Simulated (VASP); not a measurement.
# InP (I4/mmm) in VASP: notebook

Runs on InP. Level: PBE. Tasks: single point.

Program: VASP 6.6.1. These are calculated values, not measurements. Logs are shortened: lines on timing, memory, paths and dates and some standing lists are left out, and cuts for length are marked.

## Step 1: The cell of the first run

The structure is tetragonal, space group I4/mmm (No. 139). Conventional cell: a = 3.916 Å, b = 3.916 Å, c = 5.710 Å, α = 90.00°, β = 90.00°, γ = 90.00°. Within 3.7 Å of In (site symmetry 4/mmm) lie 6 P at 2.77 to 2.85 Å. Within 3.7 Å of P (site symmetry 4/mmm) lie 6 In at 2.77 to 2.85 Å.

## Step 2: Single point, PBE (equal xx and yy strain of -3 %)

File INCAR:

```
PREC = Accurate
ENCUT = 520
EDIFF = 1E-7
ISMEAR = -1
SIGMA = 0.03
LREAL = False
LASPH = True
NELM = 80
ALGO = Normal
ISIF = 2
LWAVE = False
LCHARG = False
GGA = PE
NBANDS = 16
```

File KPOINTS:

```
regular mesh
0
Gamma
  11 11 11
```

File POSCAR:

```
InP
1.0
    0.0000000000      2.7693500000      2.8550000000
    2.7693500000      0.0000000000      2.8550000000
    2.7693500000      2.7693500000      0.0000000000
In P
1 1
Direct
    0.0000000000      0.0000000000      0.0000000000
    0.5000000000      0.5000000000      0.5000000000
```

Potentials or basis: VASP PAW PBE potentials, release 64 (In_d, P).

Launch:

```bash
$ cat potpaw_PBE.64/In_d/POTCAR potpaw_PBE.64/P/POTCAR > POTCAR
$ mpirun -np 1 vasp_std > vasp.out
```

OUTCAR:

```text
PREC = Accurate
   ENCUT = 520
   EDIFF = 1E-7
   ISMEAR = -1
   LREAL = False
   LASPH = True
   NELM = 80
   ISIF = 2
   GGA = PE

 ion  position               nearest neighbor table
   1  0.000  0.000  0.000-   2 2.77   2 2.77   2 2.77   2 2.77   2 2.85   2 2.85
   2  0.500  0.500  0.500-   1 2.77   1 2.77   1 2.77   1 2.77   1 2.85   1 2.85

  LATTYP: Found a body centered tetragonal cell.
 ALAT       =     3.9164523290
 C/A-ratio  =     1.4579521262

  Lattice vectors:

 A1 = (  -2.7693500000,   0.0000000000,   2.8550000000)
 A2 = (   2.7693500000,   0.0000000000,   2.8550000000)
 A3 = (   0.0000000000,   2.7693500000,  -2.8550000000)

Analysis of symmetry for initial positions (statically):
=====================================================================
 Subroutine PRICEL returns:
 Original cell was already a primitive cell.

 Routine SETGRP: Setting up the symmetry group for a
 body centered tetragonal supercell.

 Subroutine GETGRP returns: Found 16 space group operations
 (whereof 16 operations were pure point group operations)
 out of a pool of 16 trial point group operations.

The static configuration has the point symmetry D_4h.

Analysis of symmetry for dynamics (positions and initial velocities):
=====================================================================
 Subroutine PRICEL returns:
 Original cell was already a primitive cell.

 Routine SETGRP: Setting up the symmetry group for a
 body centered tetragonal supercell.

 Subroutine GETGRP returns: Found 16 space group operations
 (whereof 16 operations were pure point group operations)
 out of a pool of 16 trial point group operations.

The dynamic configuration has the point symmetry D_4h.

 Subroutine INISYM returns: Found 16 space group operations
 (whereof 16 operations are pure point group operations),
 and found     1 'primitive' translations

----------------------------------------------------------------------------------------

                                     Primitive cell

  volume of cell :      43.7917

  direct lattice vectors                    reciprocal lattice vectors
     0.000000000  2.769350000  2.855000000    -0.180547782  0.180547782  0.175131349
     2.769350000  0.000000000  2.855000000     0.180547782 -0.180547782  0.175131349
     2.769350000  2.769350000  0.000000000     0.180547782  0.180547782 -0.175131349

  length of vectors
     3.977477143  3.977477143  3.916452329     0.309622338  0.309622338  0.309622338

  position of ions in fractional coordinates (direct lattice)
     0.000000000  0.000000000  0.000000000
     0.500000000  0.500000000  0.500000000

  ion indices of the primitive-cell ions
   primitive index   ion index
                 1           1
                 2           2

----------------------------------------------------------------------------------------

 KPOINTS: regular mesh

Automatic generation of k-mesh.
 Grid dimensions read from file:
 generate k-points for:   11   11   11

 Generating k-lattice:

  Cartesian coordinates                     Fractional coordinates (reciprocal lattice)
    -0.016413435  0.016413435  0.015921032     0.090909091  0.000000000  0.000000000
     0.016413435 -0.016413435  0.015921032     0.000000000  0.090909091  0.000000000
     0.016413435  0.016413435 -0.015921032     0.000000000  0.000000000  0.090909091

  Length of vectors
     0.028147485  0.028147485  0.028147485

  Shift w.r.t. Gamma in fractional coordinates (k-lattice)
     0.000000000  0.000000000  0.000000000

 Subroutine IBZKPT returns following result:
 ===========================================

 Found    126 irreducible k-points:

 Following reciprocal coordinates:
            Coordinates               Weight
  0.000000  0.000000  0.000000      1.000000
  0.090909 -0.000000  0.000000      8.000000
  0.181818 -0.000000  0.000000      8.000000
  0.272727 -0.000000  0.000000      8.000000
  0.363636 -0.000000  0.000000      8.000000
  0.454545 -0.000000  0.000000      8.000000
[... 16 lines left out ...]
 -0.272727  0.181818  0.000000      8.000000
 -0.181818  0.181818  0.000000      4.000000
 [... further k-points ...]
   k-points           NKPTS =    126   k-points in BZ     NKDIM =    126   number of bands    NBANDS=     16
   number of dos      NEDOS =    301   number of ions     NIONS =      2
   total plane-waves  NPLWV =  27000
   dimension x,y,z NGX =    30 NGY =   30 NGZ =   30
   dimension x,y,z NGXF=    60 NGYF=   60 NGZF=   60
   ions per type =               1   1
   NGX,Y,Z   is equivalent  to a cutoff of  12.54, 12.54, 12.73 a.u.
   NGXF,Y,Z  is equivalent  to a cutoff of  25.08, 25.08, 25.47 a.u.
 SYSTEM =  unknown system
   PREC   = accura    normal or accurate (medium, high low for compatibility)
   ISTART =      0    job   : 0-new  1-cont  2-samecut
   ICHARG =      2    charge: 1-file 2-atom 10-const
   ISPIN  =      1    spin polarized calculation?
   LNONCOLLINEAR =      F non collinear calculations
   LSORBIT =      F    spin-orbit coupling
   LASPH  =      T    aspherical Exc in radial PAW
   ENCUT  =  520.0 eV  38.22 Ry    6.18 a.u.   7.40  7.40  7.28*2*pi/ulx,y,z
   NELM   =     80;   NELMIN=  2; NELMDL= -5     # of ELM steps
   EDIFF  = 0.1E-06   stopping-criterion for ELM
   LREAL  =      F    real-space projection
   EDIFFG = 0.1E-05   stopping-criterion for IOM
   NSW    =      0    number of steps for IOM
   IBRION =     -1    ionic relax: 0-MD 1-quasi-New 2-CG
   NFREE  =      0    steps in history (QN), initial steepest desc. (CG)
   ISIF   =      2    stress and relaxation
   ISYM   =      2    0-nonsym 1-usesym 2-fastsym
   POTIM  = 0.5000    time-step for ionic-motion
   TEBEG  =    0.0;   TEEND  =   0.0 temperature during run
   PSTRESS=    0.0 pullay stress
   NELECT =      18.0000    total number of electrons
   NUPDOWN=      -1.0000    fix difference up-down
   EMIN   =  10.00;   EMAX   =-10.00  energy-range for DOS
   EFERMI =   0.00;   METHOD = LEGACY
   ISMEAR =    -1;   SIGMA  =   0.03  broadening in eV -4-tet -1-fermi 0-gaus
   EFERMI_NEDOS =   21; number of points for ismear=-14 and -15
   IALGO  =     38    algorithm
   IMIX   =      4    mixing-type and parameters
     AMIX     =   0.40;   BMIX     =  1.00
     AMIX_MAG =   1.60;   BMIX_MAG =  1.00
  volume/ion in A,a.u.               =      21.90       147.76
  Fermi-wavevector in a.u.,A,eV,Ry     =   1.217218  2.300209 20.158662  1.481620
  Thomas-Fermi vector in A             =   2.352546
   LORBIT       =      0    0 simple, 1 ext, 2 COOP (PROOUT), +10 PAW based schemes
   GGA     = PE    functional components
[... 5 lines left out ...]
 non-spin polarized calculation
  energy-cutoff  :      520.00
  volume of cell :       43.79
 maximum number of plane-waves:      1203
 NGX is ok and might be reduce to    30
   NGX = 15   NGY = 15   NGZ = 15

 number of electron      18.0000002 magnetization

 Free energy of the ion-electron system (eV)
  ---------------------------------------------------
  ext. energy  EPLUGINS =         0.00000000
  ---------------------------------------------------
  free energy    TOTEN  =        -7.90371088 eV

  energy without entropy =       -7.90118617  energy(sigma->0) =       -7.90244852

 E-fermi :   6.6413     XC(G=0): -10.2529

 val. band max:        6.6060476116   @ k =   0.4545   0.3636   0.0909
 cond. band min:       6.6458970726   @ k =   0.3636  -0.0000   0.0000
 fundamental gap:      0.0398494610
 Fermi energy:         6.6412629899

 k-point     1 :       0.0000    0.0000    0.0000
  band No.  band energies     occupation
      1      -7.5186      2.00000
      2      -7.5161      2.00000
      3      -7.5055      2.00000
      4      -7.4928      2.00000
      5      -7.4928      2.00000
      6      -5.1259      2.00000
[... 8 lines left out ...]
     15      15.2599      0.00000
     16      15.2599      0.00000

 k-point     2 :       0.0909   -0.0000    0.0000
  band No.  band energies     occupation
      1      -7.5212      2.00000
      2      -7.5199      2.00000
      3      -7.5019      2.00000
      4      -7.4913      2.00000
      5      -7.4884      2.00000
      6      -5.0271      2.00000
[... 8 lines left out ...]
     15      14.5371      0.00000
     16      15.0528      0.00000

 k-point     3 :       0.1818   -0.0000    0.0000
  band No.  band energies     occupation
      1      -7.5321      2.00000
      2      -7.5312      2.00000
      3      -7.4983      2.00000
      4      -7.4788      2.00000
      5      -7.4747      2.00000
      6      -4.7358      2.00000
[... 8 lines left out ...]
     15      14.7691      0.00000
     16      14.9015      0.00000

 k-point     4 :       0.2727   -0.0000    0.0000
  band No.  band energies     occupation
      1      -7.5490      2.00000
      2      -7.5452      2.00000
      3      -7.4999      2.00000
      4      -7.4561      2.00000
      5      -7.4556      2.00000
      6      -4.2744      2.00000
[... 8 lines left out ...]
     15      15.5635      0.00000
     16      15.6021      0.00000
[... 324 lines left out ...]
 k-point    22 :      -0.3636    0.1818    0.0000
  band No.  band energies     occupation
      1      -7.5983      2.00000
      2      -7.5610      2.00000
      3      -7.4870      2.00000
      4      -7.4434      2.00000
      5      -7.4309      2.00000
      6      -3.0234      2.00000
[... 8 lines left out ...]
     15      16.6728      0.00000
     16      18.1953      0.00000

 k-point    23 :      -0.2727    0.1818    0.0000
  band No.  band energies     occupation
      1      -7.5721      2.00000
      2      -7.5621      2.00000
      3      -7.4897      2.00000
      4      -7.4465      2.00000
      5      -7.4435      2.00000
      6      -3.5432      2.00000
[... 8 lines left out ...]
     15      16.6115      0.00000
     16      18.9083      0.00000

 k-point    24 :      -0.1818    0.1818    0.0000
  band No.  band energies     occupation
      1      -7.5562      2.00000
      2      -7.5476      2.00000
      3      -7.4945      2.00000
      4      -7.4618      2.00000
      5      -7.4491      2.00000
      6      -4.0868      2.00000
[... 8 lines left out ...]
     15      16.3887      0.00000
     16      17.6343      0.00000

 [... further k-points ...]

------------------------ aborting loop because EDIFF is reached ----------------------------------------

  FORCE on cell =-STRESS in cart. coord.  units (eV):
  Direction    XX          YY          ZZ          XY          YZ          ZX
  --------------------------------------------------------------------------------------
  -------------------------------------------------------------------------------------
  Total       -0.2443462     -0.2443462     -1.1441939      0.0000000      0.0000000     -0.0000000
  in kB       -8.9397286     -8.9397286    -41.8618507      0.0000000      0.0000000     -0.0000000
  external PRESSURE =     -19.9137693 kB  Pullay stress =       0.0000000 kB

 VOLUME and BASIS-vectors are now :
 -----------------------------------------------------------------------------
  energy-cutoff  :      520.00
  volume of cell :       43.79
      direct lattice vectors                 reciprocal lattice vectors
     0.000000000  2.769350000  2.855000000    -0.180547782  0.180547782  0.175131349
     2.769350000  0.000000000  2.855000000     0.180547782 -0.180547782  0.175131349
     2.769350000  2.769350000  0.000000000     0.180547782  0.180547782 -0.175131349

 POSITION                                       TOTAL-FORCE (eV/Angst)
 -----------------------------------------------------------------------------------
      0.00000      0.00000      0.00000        -0.000000     -0.000000      0.000000
      2.76935      2.76935      2.85500         0.000000      0.000000      0.000000
 -----------------------------------------------------------------------------------
    total drift:                               -0.000000      0.000000      0.000000

  FREE ENERGIE OF THE ION-ELECTRON SYSTEM (eV)
  ---------------------------------------------------
  free  energy   TOTEN  =        -7.9037108751 eV

  energy  without entropy=       -7.9011861726  energy(sigma->0) =       -7.90244852
```

It took 2.3 min on 1 thread of Intel Xeon 8259CL, shared host; peak memory 0.23 GiB.

What came out:

```
Free energy            : -7.9037 eV
Pressure               : -2.0 GPa
Band gap on the k mesh : zero (bands 9 and 10 overlap by 2.46 eV)
```

Levels at points of the mesh, in eV from the Fermi level:
| k point | band 5 | band 6 | band 7 | band 8 | band 9 | band 10 | band 11 | band 12 | band 13 | band 14 |
| --- | --- | --- | --- | --- | --- | --- | --- | --- | --- | --- |
| (0.00, 0.00, 0.00) | -14.13 | -11.77 | -0.33 | -0.33 | -0.07 | 0.31 | 6.98 | 7.19 | 7.19 | 7.73 |

Caveat: the cell differs from its parent crystal (equal xx and yy strain of -3 %); spin-orbit coupling is left out, which moves the levels of the heavy elements.

## Step 3: Single point, PBE (equal xx and yy strain of -1 %)

File INCAR:

```
PREC     = Accurate       # precision mode
ENCUT    = 520            # plane-wave cutoff, eV
EDIFF    = 1E-7           # SCF threshold, eV
ISMEAR   = -1             # smearing method
SIGMA    = 0.03           # smearing width, eV
LREAL    = False          # projectors in reciprocal space
LASPH    = True           # aspherical terms in the spheres
NELM     = 80             # most SCF steps
ALGO     = Normal         # electronic algorithm
ISIF     = 2              # what is computed and relaxed
LWAVE    = False          # write WAVECAR
LCHARG   = True           # write CHGCAR
GGA      = PE             # functional
LELF     = True           # ELF
LVHAR    = True         
NBANDS   = 16             # bands
```

KPOINTS is that of step 2.

File POSCAR:

```
InP
1.0
    0.0000000000      2.8264500000      2.8550000000
    2.8264500000      0.0000000000      2.8550000000
    2.8264500000      2.8264500000      0.0000000000
In P
1 1
Direct
    0.0000000000      0.0000000000      0.0000000000
    0.5000000000      0.5000000000      0.5000000000
```

Potentials or basis: VASP PAW PBE potentials, release 64 (In_d, P).

Launch:

```bash
$ cat potpaw_PBE.64/In_d/POTCAR potpaw_PBE.64/P/POTCAR > POTCAR
$ mpirun -np 1 vasp_std > vasp.out
```

Wall time 2.2 min (1 thread of Intel Xeon 8259CL, shared host); peak memory 0.23 GiB.

Results (log left out):

```yaml
Free_energy: -7.8747 eV
Pressure: -4.4 GPa
Band_gap_on_the_k_mesh: zero (bands 9 and 10 overlap by 2.35 eV)
```

Stress tensor (GPa, compression positive):
```
-4.12  0.00  0.00
 0.00 -4.12  0.00
 0.00  0.00 -5.03
```

Levels at points of the mesh, in eV from the Fermi level:
```
           k point  band 5  band 6  band 7  band 8  band 9  band 10  band 11  band 12  band 13  band 14
(0.00, 0.00, 0.00)  -14.10  -11.48   -0.24   -0.24   -0.15    -0.01     7.06     7.13     7.13     7.88
```

Caveat: the cell differs from its parent crystal (equal xx and yy strain of -1 %); the cell stands under tension; spin-orbit coupling is left out, which moves the levels of the heavy elements.

(Continued in part 2 of 2.)
